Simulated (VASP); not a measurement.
A run of VASP 6.6.1 is set up as follows.

INCAR

```
SYSTEM = GeIrPt6
ALGO     = Fast           ! electronic algorithm
EDIFF    = 1E-6           ! SCF threshold, eV
ENCUT    = 520            ! plane-wave cutoff, eV
GGA      = PE             ! functional
ISIF     = 2              ! what is computed and relaxed
ISMEAR   = 0              ! smearing method
LASPH    = .TRUE.         ! aspherical terms in the spheres
LCHARG   = .TRUE.         ! write CHGCAR
LELF     = .TRUE.         ! ELF
LREAL    = .FALSE.        ! projectors in reciprocal space
LVHAR    = .TRUE.       
LWAVE    = .FALSE.        ! write WAVECAR
NBANDS   = 52             ! bands
NELM     = 60             ! most SCF steps
PREC     = Accurate       ! precision mode
SIGMA    = 0.1            ! smearing width, eV
```

The input KPOINTS:

```
k-points
0
G
  8 8 8
  0 0 0
```

The input POSCAR:

```
GeIrPt6
1.0
    0.0000000000      3.9555603991      3.9555603991
    3.9555603991      0.0000000000      3.9555603991
    3.9555603991      3.9555603991      0.0000000000
Ge Ir Pt
1 1 6
Direct
    0.0000000000      0.0000000000      0.0000000000
    0.5000000000      0.5000000000      0.5000000000
    0.5000000000      0.0000000000      0.0000000000
    0.0000000000      0.5000000000      0.0000000000
    0.0000000000      0.0000000000      0.5000000000
    0.5000000000      0.5000000000      0.0000000000
    0.0000000000      0.5000000000      0.5000000000
    0.5000000000      0.0000000000      0.5000000000
```

Potentials or basis: VASP PAW PBE potentials, release 64 (Ge_d, Ir, Pt).

Run with:

```console
$ cat potpaw_PBE.64/Ge_d/POTCAR potpaw_PBE.64/Ir/POTCAR potpaw_PBE.64/Pt/POTCAR > POTCAR
$ mpirun -np 1 vasp_std > vasp.out
```

Predict the pressure.

-0.3 GPa.

Predict the band gap on the k mesh.

zero (an odd number of electrons rules out a gap without spin polarisation).

Caveat: spin-orbit coupling is left out, which moves the levels of the heavy elements.
